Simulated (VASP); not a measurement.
# CsBr (Pm-3m) in VASP: a series of runs

CsBr is run at these levels: r2SCAN; tasks: relaxation of the atoms.

All numbers are computed with VASP 6.6.1; they aren't measurements. Logs are shortened: lines on timing, memory, paths and dates and some standing lists are left out, and cuts for length are marked.

## 1. The cell of the first run

Symmetry: Pm-3m, No. 221, cubic system. Conventional cell: a = 4.323 Å, b = 4.323 Å, c = 4.323 Å, α = 90.00°, β = 90.00°, γ = 90.00°. Within 4.9 Å of Cs (site symmetry m-3m) lie 8 Br at 3.74 Å and 6 Cs at 4.32 Å. Br (site symmetry m-3m) has 8 Cs at 3.74 Å and 6 Br at 4.32 Å within 4.9 Å.

## 2. Relaxation of the atoms, r2SCAN

Contents of POSCAR:

```
CsBr
1.0
    4.3225248300      0.0000000000      0.0000000000
    0.0000000000      4.3225248300      0.0000000000
    0.0000000000      0.0000000000      4.3225248300
Cs Br
1 1
Direct
    0.0000000000      0.0000000000      0.0000000000
    0.5000000000      0.5000000000      0.5000000000
```

Contents of INCAR.step1:

```
  PREC = Accurate
  ENCUT = 500
  ISMEAR = -1
  SIGMA = 0.02
  LREAL = F
  LASPH = T
  NELM = 120
  GGA = PE
  ALGO = Normal
  EDIFF = 1E-5
  LWAVE = T
  LCHARG = F
  GGA_COMPAT = F
  IBRION = 2
  EDIFFG = -0.01
  NELMIN = 4
  NSW = 100
```

Contents of INCAR.step2:

```
  PREC = Accurate
  ENCUT = 500
  EDIFF = 1E-7
  ISMEAR = -1
  SIGMA = 0.02
  LREAL = F
  LASPH = T
  NELM = 120
  ALGO = Normal
  ISIF = 2
  LWAVE = F
  LCHARG = F
  METAGGA = R2SCAN
  LMIXTAU = T
  IBRION = 2
  NSW = 50
  EDIFFG = -0.01
  ISTART = 1
  GGA_COMPAT = F
  NELMIN = 4
```

Contents of KPOINTS:

```
Automatic mesh
0
Gamma
  8 8 8
```

Potentials or basis: VASP PAW PBE potentials, release 64 (Cs_sv, Br).

Started as:

```sh
$ cat potpaw_PBE.64/Cs_sv/POTCAR potpaw_PBE.64/Br/POTCAR > POTCAR
$ cp INCAR.step1 INCAR
$ mpirun -np 1 vasp_std > vasp.out
$ cp INCAR.step2 INCAR
$ mpirun -np 1 vasp_std > vasp.out
```

OUTCAR:

```text
PREC = Accurate
   ENCUT = 500
   EDIFF = 1E-7
   ISMEAR = -1
   LREAL = F
   LASPH = T
   NELM = 120
   ISIF = 2
   METAGGA = R2SCAN
   IBRION = 2
   NSW = 50
   EDIFFG = -0.01
   ISTART = 1
   NELMIN = 4

 ion  position               nearest neighbor table
   1  0.000  0.000  0.000-
   2  0.500  0.500  0.500-

  LATTYP: Found a simple cubic cell.
 ALAT       =     4.3225248300

  Lattice vectors:

 A1 = (   4.3225248300,   0.0000000000,   0.0000000000)
 A2 = (   0.0000000000,   4.3225248300,   0.0000000000)
 A3 = (   0.0000000000,   0.0000000000,   4.3225248300)

Analysis of symmetry for initial positions (statically):
=====================================================================
 Subroutine PRICEL returns:
 Original cell was already a primitive cell.

 Routine SETGRP: Setting up the symmetry group for a
 simple cubic supercell.

 Subroutine GETGRP returns: Found 48 space group operations
 (whereof 48 operations were pure point group operations)
 out of a pool of 48 trial point group operations.

The static configuration has the point symmetry O_h .

Analysis of symmetry for dynamics (positions and initial velocities):
=====================================================================
 Subroutine PRICEL returns:
 Original cell was already a primitive cell.

 Routine SETGRP: Setting up the symmetry group for a
 simple cubic supercell.

 Subroutine GETGRP returns: Found 48 space group operations
 (whereof 48 operations were pure point group operations)
 out of a pool of 48 trial point group operations.

The dynamic configuration has the point symmetry O_h .

 Subroutine INISYM returns: Found 48 space group operations
 (whereof 48 operations are pure point group operations),
 and found     1 'primitive' translations

----------------------------------------------------------------------------------------

                                     Primitive cell

  volume of cell :      80.7630

  direct lattice vectors                    reciprocal lattice vectors
     4.322524830  0.000000000  0.000000000     0.231346271  0.000000000  0.000000000
     0.000000000  4.322524830  0.000000000     0.000000000  0.231346271  0.000000000
     0.000000000  0.000000000  4.322524830     0.000000000  0.000000000  0.231346271

  length of vectors
     4.322524830  4.322524830  4.322524830     0.231346271  0.231346271  0.231346271

  position of ions in fractional coordinates (direct lattice)
     0.000000000  0.000000000  0.000000000
     0.500000000  0.500000000  0.500000000

  ion indices of the primitive-cell ions
   primitive index   ion index
                 1           1
                 2           2

----------------------------------------------------------------------------------------

 KPOINTS: Automatic mesh

Automatic generation of k-mesh.
 Grid dimensions read from file:
 generate k-points for:    8    8    8

 Generating k-lattice:

  Cartesian coordinates                     Fractional coordinates (reciprocal lattice)
     0.028918284  0.000000000  0.000000000     0.125000000  0.000000000  0.000000000
     0.000000000  0.028918284  0.000000000     0.000000000  0.125000000  0.000000000
     0.000000000  0.000000000  0.028918284     0.000000000  0.000000000  0.125000000

  Length of vectors
     0.028918284  0.028918284  0.028918284

  Shift w.r.t. Gamma in fractional coordinates (k-lattice)
     0.000000000  0.000000000  0.000000000

 Subroutine IBZKPT returns following result:
 ===========================================

 Found     35 irreducible k-points:

 Following reciprocal coordinates:
            Coordinates               Weight
  0.000000  0.000000  0.000000      1.000000
  0.125000  0.000000  0.000000      6.000000
  0.250000  0.000000  0.000000      6.000000
  0.375000  0.000000  0.000000      6.000000
  0.500000  0.000000  0.000000      3.000000
  0.125000  0.125000  0.000000     12.000000
[... 16 lines left out ...]
  0.375000  0.375000  0.125000     24.000000
  0.500000  0.375000  0.125000     24.000000
 [... further k-points ...]
   k-points           NKPTS =     35   k-points in BZ     NKDIM =     35   number of bands    NBANDS=     12
   number of dos      NEDOS =    301   number of ions     NIONS =      2
   total plane-waves  NPLWV =  32768
   dimension x,y,z NGX =    32 NGY =   32 NGZ =   32
   dimension x,y,z NGXF=    64 NGYF=   64 NGZF=   64
   ions per type =               1   1
   NGX,Y,Z   is equivalent  to a cutoff of  12.31, 12.31, 12.31 a.u.
   NGXF,Y,Z  is equivalent  to a cutoff of  24.61, 24.61, 24.61 a.u.
 SYSTEM =  unknown system
   PREC   = accura    normal or accurate (medium, high low for compatibility)
   ISTART =      1    job   : 0-new  1-cont  2-samecut
   ICHARG =      0    charge: 1-file 2-atom 10-const
   ISPIN  =      1    spin polarized calculation?
   LNONCOLLINEAR =      F non collinear calculations
   LSORBIT =      F    spin-orbit coupling
   LASPH  =      T    aspherical Exc in radial PAW
   ENCUT  =  500.0 eV  36.75 Ry    6.06 a.u.   7.88  7.88  7.88*2*pi/ulx,y,z
   NELM   =    120;   NELMIN=  4; NELMDL=  0     # of ELM steps
   EDIFF  = 0.1E-06   stopping-criterion for ELM
   LREAL  =      F    real-space projection
   EDIFFG = -.1E-01   stopping-criterion for IOM
   NSW    =     50    number of steps for IOM
   IBRION =      2    ionic relax: 0-MD 1-quasi-New 2-CG
   NFREE  =      1    steps in history (QN), initial steepest desc. (CG)
   ISIF   =      2    stress and relaxation
   ISYM   =      2    0-nonsym 1-usesym 2-fastsym
   POTIM  = 0.5000    time-step for ionic-motion
   TEBEG  =    0.0;   TEEND  =   0.0 temperature during run
   PSTRESS=    0.0 pullay stress
   NELECT =      16.0000    total number of electrons
   NUPDOWN=      -1.0000    fix difference up-down
   EMIN   =  10.00;   EMAX   =-10.00  energy-range for DOS
   EFERMI =   0.00;   METHOD = LEGACY
   ISMEAR =    -1;   SIGMA  =   0.02  broadening in eV -4-tet -1-fermi 0-gaus
   EFERMI_NEDOS =   21; number of points for ismear=-14 and -15
   IALGO  =     38    algorithm
   IMIX   =      4    mixing-type and parameters
     AMIX     =   0.40;   BMIX     =  1.00
     AMIX_MAG =   1.60;   BMIX_MAG =  1.00
  volume/ion in A,a.u.               =      40.38       272.51
  Fermi-wavevector in a.u.,A,eV,Ry     =   0.954357  1.803472 12.392138  0.910796
  Thomas-Fermi vector in A             =   2.083096
   LORBIT       =      0    0 simple, 1 ext, 2 COOP (PROOUT), +10 PAW based schemes
   METAGGA = R2SCAN    functional components
   LHFCALC =     F    Hartree Fock is set to
   AEXX    =    0.0000 exact exchange contribution
   IVDW    =     0    specifies the selected vdW correction
   LEPSILON=     F    determine dielectric tensor
   LRPA    =     F    only Hartree local field effects (RPA)
 conjugate gradient relaxation of ions
 non-spin polarized calculation
  energy-cutoff  :      500.00
  volume of cell :       80.76
 maximum number of plane-waves:      2103
 NGX is ok and might be reduce to    32
   NGX = 15   NGY = 15   NGZ = 15

 number of electron      16.0000001 magnetization

 Free energy of the ion-electron system (eV)
  ---------------------------------------------------
  ext. energy  EPLUGINS =         0.00000000
  ---------------------------------------------------
  free energy    TOTEN  =       -42.32531220 eV

  energy without entropy =      -42.32531220  energy(sigma->0) =      -42.32531220

 E-fermi :  -0.3271     XC(G=0):  -8.3430

 val. band max:       -0.7839089042   @ k =   0.5000   0.5000   0.0000
 cond. band min:       4.3927167012   @ k =   0.0000   0.0000   0.0000
 fundamental gap:      5.1766256054
 Fermi energy:        -0.3270635264

 k-point     1 :       0.0000    0.0000    0.0000
  band No.  band energies     occupation
      1     -21.1265      2.00000
      2     -13.5534      2.00000
      3      -7.3546      2.00000
      4      -7.3546      2.00000
      5      -7.3546      2.00000
      6      -0.7895      2.00000
      7      -0.7895      2.00000
      8      -0.7895      2.00000
      9       4.3927      0.00000
     10       4.6406      0.00000
     11       4.6406      0.00000
     12       8.9590      0.00000

 k-point     2 :       0.1250    0.0000    0.0000
  band No.  band energies     occupation
      1     -21.1190      2.00000
      2     -13.5549      2.00000
      3      -7.4129      2.00000
      4      -7.3406      2.00000
      5      -7.3406      2.00000
      6      -1.0180      2.00000
      7      -0.8161      2.00000
      8      -0.8161      2.00000
      9       4.7418      0.00000
     10       4.7624      0.00000
     11       4.9892      0.00000
     12       8.8634      0.00000

 k-point     3 :       0.2500    0.0000    0.0000
  band No.  band energies     occupation
      1     -21.1010      2.00000
      2     -13.5594      2.00000
      3      -7.5453      2.00000
      4      -7.3063      2.00000
      5      -7.3063      2.00000
      6      -1.4895      2.00000
      7      -0.8817      2.00000
      8      -0.8817      2.00000
      9       5.0284      0.00000
     10       5.6542      0.00000
     11       5.8954      0.00000
     12       8.7161      0.00000
[... 286 lines left out ...]
 k-point    23 :       0.3750    0.3750    0.1250
  band No.  band energies     occupation
      1     -21.0386      2.00000
      2     -13.4728      2.00000
      3      -7.8093      2.00000
      4      -7.7536      2.00000
      5      -7.3047      2.00000
      6      -1.5149      2.00000
      7      -1.3701      2.00000
      8      -0.9805      2.00000
      9       5.6759      0.00000
     10       5.9879      0.00000
     11       7.2806      0.00000
     12       7.5420      0.00000

 k-point    24 :       0.5000    0.3750    0.1250
  band No.  band energies     occupation
      1     -21.0320      2.00000
      2     -13.4590      2.00000
      3      -7.8613      2.00000
      4      -7.7997      2.00000
      5      -7.2931      2.00000
      6      -1.5052      2.00000
      7      -1.4032      2.00000
      8      -0.9695      2.00000
      9       5.5716      0.00000
     10       5.8454      0.00000
     11       7.2650      0.00000
     12       7.3243      0.00000

 [... further k-points ...]

------------------------ aborting loop because EDIFF is reached ----------------------------------------

  FORCE on cell =-STRESS in cart. coord.  units (eV):
  Direction    XX          YY          ZZ          XY          YZ          ZX
  --------------------------------------------------------------------------------------
  -------------------------------------------------------------------------------------
  Total        0.0251154      0.0251154      0.0251154      0.0000000     -0.0000000     -0.0000000
  in kB        0.4982390      0.4982390      0.4982390      0.0000000     -0.0000000     -0.0000000
  external PRESSURE =       0.4982390 kB  Pullay stress =       0.0000000 kB

 VOLUME and BASIS-vectors are now :
 -----------------------------------------------------------------------------
  energy-cutoff  :      500.00
  volume of cell :       80.76
      direct lattice vectors                 reciprocal lattice vectors
     4.322524830  0.000000000  0.000000000     0.231346271  0.000000000  0.000000000
     0.000000000  4.322524830  0.000000000     0.000000000  0.231346271  0.000000000
     0.000000000  0.000000000  4.322524830     0.000000000  0.000000000  0.231346271

 POSITION                                       TOTAL-FORCE (eV/Angst)
 -----------------------------------------------------------------------------------
      0.00000      0.00000      0.00000         0.000000      0.000000      0.000000
      2.16126      2.16126      2.16126         0.000000      0.000000      0.000000
 -----------------------------------------------------------------------------------
    total drift:                                0.000000      0.000000     -0.000000

  FREE ENERGIE OF THE ION-ELECTRON SYSTEM (eV)
  ---------------------------------------------------
  free  energy   TOTEN  =       -42.3253122000 eV

  energy  without entropy=      -42.3253122000  energy(sigma->0) =      -42.32531220

 reached required accuracy - stopping structural energy minimisation
```

It took 36 s on 1 thread of Intel Xeon 6975P-C (Granite Rapids), shared host; peak memory 0.2 GiB.

What came out:

```
Free energy             : -42.3253 eV
Pressure after relaxing : 0.0 GPa
Band gap on the k mesh  : 5.18 eV (least direct gap 5.18 eV)
```

Final structure:
```yaml
crystal:
  lattice:
    - [4.32252, 0.00000, 0.00000]
    - [0.00000, 4.32252, 0.00000]
    - [0.00000, 0.00000, 4.32252]
  atoms:
    - { symbol: Cs, position: [0.00000, 0.00000, 0.00000] }
    - { symbol: Br, position: [0.50000, 0.50000, 0.50000] }
```

Caveat: the relaxation stopped at its first step, so nothing moved; the PAW data sets were made with another functional, which shifts forces and pressure a little; spin-orbit coupling is left out, which moves the levels of the heavy elements.

## 3. Relaxation of the atoms, r2SCAN

This run uses another cell than the first one, of 41.19 Å³/atom.

Contents of POSCAR:

```
CsBr
1.0
    4.3511516600      0.0000000000      0.0000000000
    0.0000000000      4.3511516600      0.0000000000
    0.0000000000      0.0000000000      4.3511516600
Cs Br
1 1
Direct
    0.0000000000      0.0000000000      0.0000000000
    0.5000000000      0.5000000000      0.5000000000
```

Contents of INCAR.step1:

```
ALGO = Normal ; EDIFF = 1E-5
EDIFFG = -0.01 ; ENCUT = 500
GGA = PE ; GGA_COMPAT = False
IBRION = 2 ; ISMEAR = -1
LASPH = True ; LCHARG = False
LREAL = False ; LWAVE = True
NELM = 120 ; NELMIN = 4
NSW = 100 ; PREC = Accurate
SIGMA = 0.02
```

Contents of INCAR.step2:

```
ALGO = Normal ; EDIFF = 1E-7
EDIFFG = -0.01 ; ENCUT = 500
GGA_COMPAT = False ; IBRION = 2
ISIF = 2 ; ISMEAR = -1
ISTART = 1 ; LASPH = True
LCHARG = False ; LMIXTAU = True
LREAL = False ; LWAVE = False
METAGGA = R2SCAN ; NELM = 120
NELMIN = 4 ; NSW = 50
PREC = Accurate ; SIGMA = 0.02
```

Contents of KPOINTS:

```
k-points
0
Gamma
  8 8 8
```

Potentials or basis: VASP PAW PBE potentials, release 64 (Cs_sv, Br).

Started as:

```sh
$ cat potpaw_PBE.64/Cs_sv/POTCAR potpaw_PBE.64/Br/POTCAR > POTCAR
$ cp INCAR.step1 INCAR
$ mpirun -np 1 vasp_std > vasp.out
$ cp INCAR.step2 INCAR
$ mpirun -np 1 vasp_std > vasp.out
```

It took 36 s on 1 thread of Intel Xeon 6975P-C (Granite Rapids), shared host; peak memory 0.2 GiB.

Results (log left out):

| Item | Value |
| --- | --- |
| Free energy | -42.3245 eV |
| Pressure after relaxing | -0.2 GPa |
| Band gap on the k mesh | 5.09 eV (least direct gap 5.10 eV) |

Final structure:
```
CELL_PARAMETERS angstrom
4.35115 0.00000 0.00000
0.00000 4.35115 0.00000
0.00000 0.00000 4.35115
ATOMIC_POSITIONS crystal
Cs 0.00000 0.00000 0.00000
Br 0.50000 0.50000 0.50000
```

Levels at points of the mesh, in eV from the valence-band top:
```
           k point  band 4  band 5  band 6  band 7  band 8  band 9  band 10  band 11  band 12
(0.00, 0.00, 0.00)   -6.61   -6.61   -0.01   -0.01   -0.01    5.09     5.44     5.44     9.68
(0.50, 0.00, 0.00)   -6.52   -6.52   -1.22   -0.19   -0.19    6.42     7.74     8.23     8.93
(0.50, 0.50, 0.00)   -7.13   -6.47   -0.57   -0.57    0.00    5.82     6.09     7.82     7.82
(0.50, 0.50, 0.50)   -6.98   -6.98   -1.08   -1.08   -1.08    8.79     8.79     8.79     9.66
```

Caveat: the relaxation stopped at its first step, so nothing moved; the PAW data sets were made with another functional, which shifts forces and pressure a little; spin-orbit coupling is left out, which moves the levels of the heavy elements.
